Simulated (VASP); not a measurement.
A run of VASP 6.6.1:

POSCAR

```
NiF
1.0
    0.0000000000      2.3348415800      2.3348415800
    2.3348415800      0.0000000000      2.3348415800
    2.3348415800      2.3348415800      0.0000000000
Ni F
1 1
Direct
    0.0000000000      0.0000000000      0.0000000000
    0.7500000000      0.7500000000      0.7500000000
```

File INCAR.step1:

```
SYSTEM = NiF
PREC     = Accurate       ! precision mode
ENCUT    = 520            ! plane-wave cutoff, eV
EDIFF    = 1E-5           ! SCF threshold, eV
ISMEAR   = 1              ! smearing method
SIGMA    = 0.1            ! smearing width, eV
LREAL    = .False.        ! projectors in reciprocal space
LASPH    = .True.         ! aspherical terms in the spheres
NELM     = 150            ! most SCF steps
ALGO     = Normal         ! electronic algorithm
ISIF     = 2              ! what is computed and relaxed
LWAVE    = .True.         ! write WAVECAR
LCHARG   = .False.        ! write CHGCAR
ISPIN    = 2              ! spin polarisation
MAGMOM   = 1 0            ! initial moments
LORBIT   = 11             ! projections on sites
LMAXMIX  = 4              ! l up to which the mixer works
GGA      = PE             ! functional
NBANDS   = 20             ! bands
```

INCAR.step2

```
SYSTEM = NiF
PREC     = Accurate       ! precision mode
ENCUT    = 520            ! plane-wave cutoff, eV
EDIFF    = 1E-6           ! SCF threshold, eV
ISMEAR   = 1              ! smearing method
SIGMA    = 0.1            ! smearing width, eV
LREAL    = .False.        ! projectors in reciprocal space
LASPH    = .True.         ! aspherical terms in the spheres
NELM     = 150            ! most SCF steps
ALGO     = Normal         ! electronic algorithm
ISIF     = 2              ! what is computed and relaxed
LWAVE    = .False.        ! write WAVECAR
LCHARG   = .False.        ! write CHGCAR
ISPIN    = 2              ! spin polarisation
MAGMOM   = 1 0            ! initial moments
LORBIT   = 11             ! projections on sites
LMAXMIX  = 4              ! l up to which the mixer works
GGA      = PE             ! functional
LHFCALC  = .True.         ! exact exchange
AEXX     = 0.25           ! exact-exchange fraction
PRECFOCK = Normal       
ISTART   = 1            
NBANDS   = 20             ! bands
```

File KPOINTS:

```
regular mesh
0
Gamma
  5 5 5
  0 0 0
```

Potentials or basis: VASP PAW PBE potentials, release 64 (Ni, F).

The run is started by

```bash
$ cat potpaw_PBE.64/Ni/POTCAR potpaw_PBE.64/F/POTCAR > POTCAR
$ cp INCAR.step1 INCAR
$ mpirun -np 1 vasp_std > vasp.out
$ cp INCAR.step2 INCAR
$ mpirun -np 1 vasp_std > vasp.out
```

Hardware: 1 thread of Intel(R) Xeon(R) Platinum 8259CL CPU @ 2.50GHz (Skylake/Cascade Lake), with other jobs on the host.

Q: How long does it take, and how much memory?

A: It took 29 min on 1 thread of Intel(R) Xeon(R) Platinum 8259CL CPU @ 2.50GHz (Skylake/Cascade Lake), on a shared host, peak memory 0.18 GiB. Counts: k points 10.
